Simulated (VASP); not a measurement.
# Tc (P6_3/mmc) in VASP: further runs

Aim: see how the results for Tc move with the level of theory and the settings. Levels: PBE, PBEsol. Tasks: single point.

Everything below comes from runs of VASP 6.6.1. Logs are shortened: lines on timing, memory, paths and dates and some standing lists are left out, and cuts for length are marked.

## 1. The cell of the first run

It takes space group P6_3/mmc (No. 194, hexagonal). Conventional cell: a = 2.740 Å, b = 2.740 Å, c = 4.486 Å, α = 90.00°, β = 90.00°, γ = 120.00°. Tc (site symmetry -6m2) has 12 Tc at 2.74 Å within 3.6 Å.

## 2. Single point, PBE

Input file INCAR:

```
PREC     = Accurate       # precision mode
ENCUT    = 520            # plane-wave cutoff, eV
EDIFF    = 1E-6           # SCF threshold, eV
ISMEAR   = -1             # smearing method
SIGMA    = 0.05           # smearing width, eV
LREAL    = F              # projectors in reciprocal space
LASPH    = T              # aspherical terms in the spheres
NELM     = 100            # most SCF steps
ALGO     = Normal         # electronic algorithm
ISIF     = 2              # what is computed and relaxed
LWAVE    = F              # write WAVECAR
LCHARG   = T              # write CHGCAR
GGA      = PE             # functional
LELF     = T              # ELF
LVHAR    = T            
NBANDS   = 20             # bands
```

Input file KPOINTS:

```
regular mesh
0
Gamma
  9 9 5
```

Input file POSCAR:

```
Tc
1.0
    2.7400000000      0.0000000000      0.0000000000
   -1.3700000000      2.3729096064      0.0000000000
    0.0000000000      0.0000000000      4.4859600000
Tc
2
Direct
    0.6666666667      0.3333333333      0.7500000000
    0.3333333333      0.6666666667      0.2500000000
```

Potentials or basis: VASP PAW PBE potentials, release 64 (Tc_pv).

Run with:

```bash
$ cat potpaw_PBE.64/Tc_pv/POTCAR > POTCAR
$ mpirun -np 1 vasp_std > vasp.out
```

OUTCAR:

```text
PREC = Accurate
   ENCUT = 520
   EDIFF = 1E-6
   ISMEAR = -1
   LREAL = F
   LASPH = T
   NELM = 100
   ISIF = 2
   GGA = PE

 ion  position               nearest neighbor table
   1  0.667  0.333  0.750-   2 2.74   2 2.74   2 2.74   2 2.74   2 2.74   2 2.74
   2  0.333  0.667  0.250-   1 2.74   1 2.74   1 2.74   1 2.74   1 2.74   1 2.74

  LATTYP: Found a hexagonal cell.
 ALAT       =     2.7400000000
 C/A-ratio  =     1.6372116788

  Lattice vectors:

 A1 = (   2.7400000000,   0.0000000000,   0.0000000000)
 A2 = (  -1.3700000000,   2.3729096064,   0.0000000000)
 A3 = (   0.0000000000,   0.0000000000,   4.4859600000)

Analysis of symmetry for initial positions (statically):
=====================================================================
 Subroutine PRICEL returns:
 Original cell was already a primitive cell.

 Routine SETGRP: Setting up the symmetry group for a
 hexagonal supercell.

 Subroutine GETGRP returns: Found 24 space group operations
 (whereof 12 operations were pure point group operations)
 out of a pool of 24 trial point group operations.

The static configuration has the point symmetry D_3d.
 The point group associated with its full space group is D_6h.

Analysis of symmetry for dynamics (positions and initial velocities):
=====================================================================
 Subroutine PRICEL returns:
 Original cell was already a primitive cell.

 Routine SETGRP: Setting up the symmetry group for a
 hexagonal supercell.

 Subroutine GETGRP returns: Found 24 space group operations
 (whereof 12 operations were pure point group operations)
 out of a pool of 24 trial point group operations.

The dynamic configuration has the point symmetry D_3d.
 The point group associated with its full space group is D_6h.

 Subroutine INISYM returns: Found 24 space group operations
 (whereof 12 operations are pure point group operations),
 and found     1 'primitive' translations

----------------------------------------------------------------------------------------

                                     Primitive cell

  volume of cell :      29.1667

  direct lattice vectors                    reciprocal lattice vectors
     2.740000000  0.000000000  0.000000000     0.364963504  0.210711777  0.000000000
    -1.370000000  2.372909606  0.000000000     0.000000000  0.421423554  0.000000000
     0.000000000  0.000000000  4.485960000     0.000000000  0.000000000  0.222917726

  length of vectors
     2.740000000  2.740000000  4.485960000     0.421423554  0.421423554  0.222917726

  position of ions in fractional coordinates (direct lattice)
     0.666666667  0.333333333  0.750000000
     0.333333333  0.666666667  0.250000000

  ion indices of the primitive-cell ions
   primitive index   ion index
                 1           1
                 2           2

----------------------------------------------------------------------------------------

 KPOINTS: regular mesh

Automatic generation of k-mesh.
 Grid dimensions read from file:
 generate k-points for:    9    9    5

 Generating k-lattice:

  Cartesian coordinates                     Fractional coordinates (reciprocal lattice)
     0.040551500  0.023412420  0.000000000     0.111111111  0.000000000  0.000000000
     0.000000000  0.046824839  0.000000000     0.000000000  0.111111111  0.000000000
     0.000000000  0.000000000  0.044583545     0.000000000  0.000000000  0.200000000

  Length of vectors
     0.046824839  0.046824839  0.044583545

  Shift w.r.t. Gamma in fractional coordinates (k-lattice)
     0.000000000  0.000000000  0.000000000

 Subroutine IBZKPT returns following result:
 ===========================================

 Found     36 irreducible k-points:

 Following reciprocal coordinates:
            Coordinates               Weight
  0.000000  0.000000  0.000000      1.000000
  0.111111  0.000000  0.000000      6.000000
  0.222222  0.000000  0.000000      6.000000
  0.333333  0.000000  0.000000      6.000000
  0.444444  0.000000  0.000000      6.000000
  0.111111  0.111111  0.000000      6.000000
[... 16 lines left out ...]
  0.333333  0.222222  0.200000     24.000000
  0.333333  0.333333  0.200000      4.000000
 [... further k-points ...]
   k-points           NKPTS =     36   k-points in BZ     NKDIM =     36   number of bands    NBANDS=     20
   number of dos      NEDOS =    301   number of ions     NIONS =      2
   total plane-waves  NPLWV =  14400
   dimension x,y,z NGX =    20 NGY =   20 NGZ =   36
   dimension x,y,z NGXF=    40 NGYF=   40 NGZF=   72
   ions per type =               2
   NGX,Y,Z   is equivalent  to a cutoff of  12.13, 12.13, 13.34 a.u.
   NGXF,Y,Z  is equivalent  to a cutoff of  24.27, 24.27, 26.68 a.u.
 SYSTEM =  unknown system
   PREC   = accura    normal or accurate (medium, high low for compatibility)
   ISTART =      0    job   : 0-new  1-cont  2-samecut
   ICHARG =      2    charge: 1-file 2-atom 10-const
[... 69 lines left out ...]
  band No.  band energies     occupation
      1     -27.0235      2.00000
      2     -26.1136      2.00000
      3     -26.0368      2.00000
      4     -25.9592      2.00000
      5     -25.8922      2.00000
      6     -25.8620      2.00000
[... 12 lines left out ...]
     19      22.7974      0.00000
     20      27.5811      0.00000

 k-point     3 :       0.2222    0.0000    0.0000
  band No.  band energies     occupation
      1     -26.8958      2.00000
      2     -26.3943      2.00000
      3     -26.2376      2.00000
      4     -26.1204      2.00000
      5     -25.9457      2.00000
      6     -25.9082      2.00000
[... 12 lines left out ...]
     19      22.5267      0.00000
     20      27.7413      0.00000

 k-point     4 :       0.3333    0.0000    0.0000
  band No.  band energies     occupation
      1     -26.7213      2.00000
      2     -26.7104      2.00000
      3     -26.5377      2.00000
      4     -26.2108      2.00000
      5     -26.0351      2.00000
      6     -25.9638      2.00000
[... 12 lines left out ...]
     19      22.2152      0.00000
     20      24.5740      0.00000

 k-point     5 :       0.4444    0.0000    0.0000
  band No.  band energies     occupation
      1     -26.9140      2.00000
      2     -26.7257      2.00000
      3     -26.5665      2.00000
      4     -26.2679      2.00000
      5     -26.1339      2.00000
      6     -26.0010      2.00000
[... 12 lines left out ...]
     19      23.4682      0.00000
     20      23.9490      0.00000

 k-point     6 :       0.1111    0.1111    0.0000
  band No.  band energies     occupation
      1     -26.9363      2.00000
      2     -26.2801      2.00000
      3     -26.2062      2.00000
      4     -26.0535      2.00000
      5     -25.9277      2.00000
      6     -25.9147      2.00000
[... 12 lines left out ...]
     19      22.6265      0.00000
     20      28.4223      0.00000

 k-point     7 :       0.2222    0.1111    0.0000
  band No.  band energies     occupation
      1     -26.7836      2.00000
      2     -26.5542      2.00000
      3     -26.4545      2.00000
      4     -26.1791      2.00000
      5     -26.0005      2.00000
      6     -25.9923      2.00000
[... 12 lines left out ...]
     19      22.4388      0.00000
     20      26.1598      0.00000
[... 277 lines left out ...]
 k-point    20 :       0.3333    0.1111    0.2000
  band No.  band energies     occupation
      1     -26.8789      2.00000
      2     -26.7270      2.00000
      3     -26.4679      2.00000
      4     -26.2750      2.00000
      5     -26.1169      2.00000
      6     -26.0479      2.00000
[... 12 lines left out ...]
     19      23.6398      0.00000
     20      25.3401      0.00000

 k-point    21 :       0.4444    0.1111    0.2000
  band No.  band energies     occupation
      1     -26.9567      2.00000
      2     -26.7965      2.00000
      3     -26.4398      2.00000
      4     -26.2854      2.00000
      5     -26.1728      2.00000
      6     -26.0757      2.00000
[... 12 lines left out ...]
     19      23.7763      0.00000
     20      24.2815      0.00000

 k-point    22 :       0.2222    0.2222    0.2000
  band No.  band energies     occupation
      1     -26.7821      2.00000
      2     -26.7116      2.00000
      3     -26.4323      2.00000
      4     -26.3428      2.00000
      5     -26.1581      2.00000
      6     -26.0554      2.00000
[... 12 lines left out ...]
     19      24.3133      0.00000
     20      25.0039      0.00000

 k-point    23 :       0.3333    0.2222    0.2000
  band No.  band energies     occupation
      1     -26.8388      2.00000
      2     -26.7348      2.00000
      3     -26.5136      2.00000
      4     -26.3426      2.00000
      5     -26.2627      2.00000
      6     -26.1252      2.00000
[... 12 lines left out ...]
     19      23.2959      0.00000
     20      23.8479      0.00000

 k-point    24 :       0.3333    0.3333    0.2000
  band No.  band energies     occupation
      1     -26.7122      2.00000
      2     -26.6868      2.00000
      3     -26.6868      2.00000
      4     -26.4237      2.00000
      5     -26.2152      2.00000
      6     -26.2152      2.00000
[... 12 lines left out ...]
     19      21.2638      0.00000
     20      25.9442      0.00000

 [... further k-points ...]
[... 5 lines left out ...]
  --------------------------------------------------------------------------------------
  -------------------------------------------------------------------------------------
  Total       -0.0550711     -0.0550711     -1.7056061     -0.0000000      0.0000000      0.0000000
  in kB       -3.0251537     -3.0251537    -93.6919263     -0.0000000      0.0000000      0.0000000
  external PRESSURE =     -33.2474113 kB  Pullay stress =       0.0000000 kB

 VOLUME and BASIS-vectors are now :
 -----------------------------------------------------------------------------
  energy-cutoff  :      520.00
  volume of cell :       29.17
      direct lattice vectors                 reciprocal lattice vectors
     2.740000000  0.000000000  0.000000000     0.364963504  0.210711777  0.000000000
    -1.370000000  2.372909606  0.000000000     0.000000000  0.421423554  0.000000000
     0.000000000  0.000000000  4.485960000     0.000000000  0.000000000  0.222917726

 POSITION                                       TOTAL-FORCE (eV/Angst)
 -----------------------------------------------------------------------------------
      1.37000      0.79097      3.36447         0.000000      0.000000      0.000000
     -0.00000      1.58194      1.12149         0.000000      0.000000      0.000000
 -----------------------------------------------------------------------------------
    total drift:                                0.000000     -0.000000      0.000000

  FREE ENERGIE OF THE ION-ELECTRON SYSTEM (eV)
  ---------------------------------------------------
  free  energy   TOTEN  =       -20.6829451695 eV

  energy  without entropy=      -20.6701613722  energy(sigma->0) =      -20.67655327
```

Wall time 8 s (1 thread of Intel Xeon Platinum 8559C (Emerald Rapids), shared host); peak memory 0.15 GiB.

Results:

```
Free energy            : -20.6829 eV
Pressure               : -3.3 GPa
Band gap on the k mesh : zero (band 13 reaches 13.24 eV, above the bottom of band 14 at 10.92 eV)
```

Levels at points of the mesh, in eV from the Fermi level:
```csv
k point,band 9,band 10,band 11,band 12,band 13,band 14,band 15,band 16,band 17,band 18
"(0.00, 0.00, 0.00)",-1.73,-1.55,-1.55,-0.90,-0.90,-0.05,-0.05,1.31,2.39,2.39
```

## 3. Single point, PBE

This run uses another cell than the first one, of 14.87 Å³/atom, 1.020 times its volume.

Input file INCAR:

```
SYSTEM = Tc
PREC     = Accurate       ! precision mode
ENCUT    = 520            ! plane-wave cutoff, eV
EDIFF    = 1E-7           ! SCF threshold, eV
ISMEAR   = -1             ! smearing method
SIGMA    = 0.05           ! smearing width, eV
LREAL    = .FALSE.        ! projectors in reciprocal space
LASPH    = .TRUE.         ! aspherical terms in the spheres
NELM     = 60             ! most SCF steps
ALGO     = Fast           ! electronic algorithm
ISIF     = 2              ! what is computed and relaxed
LWAVE    = .FALSE.        ! write WAVECAR
LCHARG   = .FALSE.        ! write CHGCAR
GGA      = PE             ! functional
NBANDS   = 20             ! bands
```

Input file KPOINTS:

```
Automatic mesh
0
G
  9 9 5
  0 0 0
```

POSCAR: that of step 2 with these lines changed.

```diff
@@ -4,3 +4,3 @@
    -1.3700000000      2.3729096064      0.0000000000
-    0.0000000000      0.0000000000      4.4859600000
+    0.0000000000      0.0000000000      4.5739200000
 Tc
```

Potentials or basis: VASP PAW PBE potentials, release 64 (Tc_pv).

Run with:

```bash
$ cat potpaw_PBE.64/Tc_pv/POTCAR > POTCAR
$ mpirun -np 1 vasp_std > vasp.out
```

Run time: 13 s. Hardware: 1 thread of Intel Xeon Platinum 8559C (Emerald Rapids), shared host; peak memory 0.14 GiB.

Results (log left out):

```yaml
Free_energy: -20.6329 eV
Pressure: -8.3 GPa
Band_gap_on_the_k_mesh: zero (band 13 reaches 12.94 eV, above the bottom of band 14 at 10.68 eV)
```

Stress tensor (GPa, compression positive):
```
 -3.17   0.00   0.00
  0.00  -3.17   0.00
  0.00   0.00 -18.66
```

Levels at points of the mesh, in eV from the Fermi level:
```
           k point  band 9  band 10  band 11  band 12  band 13  band 14  band 15  band 16  band 17  band 18
(0.00, 0.00, 0.00)   -1.86    -1.48    -1.48    -0.90    -0.90     0.10     0.10     1.07     2.33     2.33
```

## 4. Single point, PBEsol

This run uses another cell than the first one, of 14.87 Å³/atom, 1.020 times its volume.

Input file INCAR:

```
SYSTEM = Tc
ALGO = Normal ; EDIFF = 1E-6
ENCUT = 600 ; GGA = PS
GGA_COMPAT = .False. ; ISIF = 2
ISMEAR = -1 ; LASPH = .True.
LCHARG = .True. ; LELF = .True.
LREAL = .False. ; LVHAR = .True.
LWAVE = .False. ; NBANDS = 22
NELM = 120 ; PREC = Accurate
SIGMA = 0.05
```

Input file KPOINTS:

```
k-points
0
Gamma
  11 11 6
  0 0 0
```

Input file POSCAR:

```
Tc
1.0
    2.7760567665      0.0000000000      0.0000000000
   -1.3880283832      2.4041356821      0.0000000000
    0.0000000000      0.0000000000      4.4558750580
Tc
2
Direct
    0.6666666667      0.3333333333      0.7500000000
    0.3333333333      0.6666666667      0.2500000000
```

Potentials or basis: VASP PAW PBE potentials, release 64 (Tc_sv).

Run with:

```bash
$ cat potpaw_PBE.64/Tc_sv/POTCAR > POTCAR
$ mpirun -np 1 vasp_std > vasp.out
```

Run time: 22 s. Hardware: 1 thread of Intel Xeon Platinum 8559C (Emerald Rapids), shared host; peak memory 0.18 GiB.

The run converged. Its results:

| Quantity | Value |
| --- | --- |
| Free energy | -22.4682 eV |
| Pressure | -17.3 GPa |
| Band gap on the k mesh | zero (band 15 reaches 15.39 eV, above the bottom of band 16 at 12.43 eV) |

Stress tensor (GPa, compression positive):
```
-17.21   0.00   0.00
  0.00 -17.21   0.00
  0.00   0.00 -17.52
```

Levels at points of the mesh, in eV from the Fermi level:
```
           k point  band 13  band 14  band 15  band 16  band 17  band 18
(0.00, 0.00, 0.00)    -1.39    -0.78    -0.78    -0.09    -0.09     1.58
(0.00, 0.00, 0.50)    -1.58    -1.58    -1.58    -1.58     1.78     1.78
```

Caveat: the PAW data sets were made with another functional, which shifts forces and pressure a little.

## 5. Single point, PBEsol (volume scaled by 0.94)

Input file INCAR:

```
ALGO = Normal
EDIFF = 1E-6
ENCUT = 520
GGA = PS
ISIF = 2
ISMEAR = -1
LASPH = True
LCHARG = True
LELF = True
LREAL = False
LVHAR = True
LWAVE = False
NBANDS = 20
NELM = 80
PREC = Accurate
SIGMA = 0.05
```

Input file KPOINTS:

```
k-points
0
Gamma
  11 11 6
```

Input file POSCAR:

```
Tc
1.0
    2.6840659379      0.0000000000      0.0000000000
   -1.3420329689      2.3244692877      0.0000000000
    0.0000000000      0.0000000000      4.3082197061
Tc
2
Direct
    0.6666666667      0.3333333333      0.7500000000
    0.3333333333      0.6666666667      0.2500000000
```

Potentials or basis: VASP PAW PBE potentials, release 64 (Tc_pv).

Run with:

```bash
$ cat potpaw_PBE.64/Tc_pv/POTCAR > POTCAR
$ mpirun -np 1 vasp_std > vasp.out
```

Wall time 21 s (1 thread of Intel Xeon Platinum 8259CL at 2.50GHz (Skylake/Cascade Lake), shared host); peak memory 0.15 GiB.

The run converged. Its results:

| Item | Value |
| --- | --- |
| Free energy | -22.4958 eV |
| Pressure | 13.9 GPa |
| Band gap on the k mesh | zero (band 13 reaches 15.17 eV, above the bottom of band 14 at 11.75 eV) |

Stress tensor (GPa, compression positive):
```
13.92  0.00  0.00
 0.00 13.92  0.00
 0.00  0.00 13.79
```

Levels at points of the mesh, in eV from the Fermi level:
```
           k point  band 9  band 10  band 11  band 12  band 13  band 14  band 15  band 16  band 17  band 18
(0.00, 0.00, 0.00)   -1.71    -1.71    -1.64    -0.92    -0.92    -0.13    -0.13     1.84     2.78     2.78
(0.00, 0.00, 0.50)   -2.01    -2.01    -1.85    -1.85    -1.85    -1.85     2.06     2.06     2.06     2.06
```

Caveat: the cell differs from its parent crystal (volume scaled by 0.94); the PAW data sets were made with another functional, which shifts forces and pressure a little.

## 6. The runs side by side

```csv
level,potentials or basis,cell,k mesh,cutoff (eV),second run,gap on the mesh (eV),pressure (GPa)
PBE,"VASP PAW PBE potentials, release 64 (Tc_pv)","a = 2.740, b = 2.740, c = 4.486 Å, angles 90.0, 90.0, 120.0°, 2 atoms",9 × 9 × 5,520,-,none,-3.3
PBE,"VASP PAW PBE potentials, release 64 (Tc_pv)","a = 2.740, b = 2.740, c = 4.574 Å, angles 90.0, 90.0, 120.0°, 2 atoms",9 × 9 × 5,520,-,none,-8.3
PBEsol,"VASP PAW PBE potentials, release 64 (Tc_sv)","a = 2.776, b = 2.776, c = 4.456 Å, angles 90.0, 90.0, 120.0°, 2 atoms",11 × 11 × 6,600,valence_matched,none,-17.3
PBEsol,"VASP PAW PBE potentials, release 64 (Tc_pv)","a = 2.684, b = 2.684, c = 4.308 Å, angles 90.0, 90.0, 120.0°, 2 atoms",11 × 11 × 6,520,-,none,13.9
```

Alike in all rows: task single point; no spin polarisation; smearing fermi-dirac 0.05 eV.

Caveats: the PAW data sets were made with another functional, which shifts forces and pressure a little (some runs).

Total energies depend on the potentials used, so only differences within one code and one set of settings carry meaning.
